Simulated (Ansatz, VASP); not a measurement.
# Na3OF: VASP beside Ansatz

POSCAR

```
Na3OF
1.0
    4.2580842278      0.0000000000      0.0000000000
    0.0000000000      4.2580842278      0.0000000000
    0.0000000000      0.0000000000      4.2580842278
F O Na
1 1 3
Direct
    0.0000000000      0.0000000000      0.0000000000
    0.5000000000      0.5000000000      0.5000000000
    0.5000000000      0.5000000000      0.0000000000
    0.5000000000      0.0000000000      0.5000000000
    0.0000000000      0.5000000000      0.5000000000
```

INCAR.step1

```
ALGO = Normal ; EDIFF = 1E-4
ENCUT = 520 ; GGA = PE
ISMEAR = 0 ; LASPH = True
LCHARG = False ; LREAL = False
LWAVE = True ; NBANDS = 25
NELM = 100 ; PREC = Accurate
SIGMA = 0.01
```

Contents of INCAR.step2:

```
ALGO = Normal ; EDIFF = 1E-7
ENCUT = 520 ; ISIF = 2
ISMEAR = 0 ; ISTART = 1
LASPH = True ; LCHARG = False
LMIXTAU = True ; LREAL = False
LWAVE = False ; METAGGA = R2SCAN
NBANDS = 25 ; NELM = 100
PREC = Accurate ; SIGMA = 0.01
```

KPOINTS

```
k-points
0
Gamma
  6 6 6
```

Input for Ansatz:

```yaml
crystal:
  lattice:
    - [4.2580842278, 0.0, 0.0]
    - [0.0, 4.2580842278, 0.0]
    - [0.0, 0.0, 4.2580842278]
  atoms:
    - { symbol: F, position: [0.0, 0.0, 0.0] }
    - { symbol: O, position: [0.5, 0.5, 0.5] }
    - { symbol: Na, position: [0.5, 0.5, 0.0] }
    - { symbol: Na, position: [0.5, 0.0, 0.5] }
    - { symbol: Na, position: [0.0, 0.5, 0.5] }
kpoints:
  mp_grid: { grid: [6, 6, 6] }
hamiltonian:
  xc: r2scan
scf:
  occupations: { method: fixed }
  n_extra_bands: 5
output:
  forces: true
  stress: true
  eigenvalues: true
```

Alike in both runs: task single point; functional r2SCAN; k mesh 6 × 6 × 6; no spin polarisation.

|  | VASP | Ansatz |
| --- | --- | --- |
| version | VASP 6.6.1 | Ansatz 0.2.0 |
| potentials or method | VASP PAW PBE potentials, release 64 (F, O, Na_pv) | plane waves, PAW |
| plane-wave cutoff (eV) | 520 | 500 |
| occupations | gaussian, width 0.01 eV | fixed |
| valence electrons in the cell | 34 | 40 |

|  | VASP | Ansatz | Ansatz less VASP |
| --- | --- | --- | --- |
| gap on the k mesh at the Fermi level (eV) | 2.52 | 2.58 | +0.061 |
| pressure (GPa) | 2.9 | 2.7 | -0.19 |

VASP's potentials were made for PBE, not for r2SCAN. VASP's potentials hold 34 valence electrons a cell and Ansatz's 40, so a difference there can come from the potentials and not from the codes.
